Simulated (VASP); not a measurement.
Crystal: Sn.

```
Sn
1.0
     0.00000    3.38299    3.18972
     3.38299    0.00000    3.18972
     3.38299    3.38299    0.00000
Sn
2
Direct
  0.00000 0.00000 0.00000
  0.25000 0.25000 0.25000
```

This cell differs from its parent crystal: epitaxial xy strain +3.0%.

Base run:

- Program: VASP 6.6.1
- Functional: r2SCAN
- Potentials or basis: VASP PAW PBE potentials, release 64 (Sn_d)
- Cutoff: 520 eV
- k mesh: 6 × 6 × 6
- Occupations: fermi-dirac, width 0.02 eV
- Spin: no spin polarisation

Its results: pressure -1.3 GPa.

The run is repeated on the same cell with these changes: functional from r2SCAN to PBE; further incar settings from ALGO = Normal; EDIFF = 1e-07; NBANDS = 21 to ALGO = Normal; EDIFF = 1e-06; NBANDS = 21. What comes out?

Pressure 0.3 GPa.

Caveats: the PAW data sets were made with another functional, which shifts forces and pressure a little (at least some runs).
